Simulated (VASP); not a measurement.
The system is Rh.

```
Rh
1.0
     2.73098    0.00000    0.00000
    -1.36549    2.36510    0.00000
     0.00000    0.00000    4.42849
Rh
2
Cartesian
  1.3655 0.7884 3.3214
  0.0000 1.5767 1.1071
```

This isn't the form of Rh at room conditions, which is fcc.

| Item | Value |
| --- | --- |
| Program | VASP 6.6.1 |
| Task | relaxation of cell and atoms |
| Functional | LDA |
| Potentials or basis | VASP PAW LDA potentials, release 64 (Rh_pv) |
| Cutoff | 600 eV |
| k mesh | 11 × 11 × 6 |
| Occupations | fermi-dirac, width 0.15 eV |
| Spin | no spin polarisation |

At the start: pressure -17.7 GPa; volume 14.30 Å³/atom.

Question: How do energy, volume and symmetry change on relaxing?

Answer: Over 7 steps the energy falls by 56.6 meV/atom and the volume is 13.35 Å³/atom (-6.6 %); space group P6_3/mmc (No. 194, to 0.1 Å) before and after.

Step by step:
```csv
step,energy change (eV),largest force (eV/Å),pressure (GPa),volume (Å³)
1,0.0000,0.0000,-17.75,28.60
2,0.7752,0.0000,80.71,22.53
3,-0.1125,0.0000,-1.30,26.82
4,-0.1130,0.0000,-0.30,26.74
5,-0.1130,0.0000,0.13,26.70
6,-0.1132,0.0000,0.10,26.70
7,-0.1132,0.0000,0.10,26.70
```

Final structure:
```cif
data_structure
_symmetry_space_group_name_H-M 'P 1'
_symmetry_Int_Tables_number 1
_cell_length_a 2.6744
_cell_length_b 2.6744
_cell_length_c 4.3107
_cell_angle_alpha 90.000
_cell_angle_beta 90.000
_cell_angle_gamma 120.000
_cell_volume 26.70
loop_
_atom_site_label
_atom_site_type_symbol
_atom_site_fract_x
_atom_site_fract_y
_atom_site_fract_z
_atom_site_occupancy
Rh1 Rh 0.66667 0.33333 0.75000 1
Rh2 Rh 0.33333 0.66667 0.25000 1
```
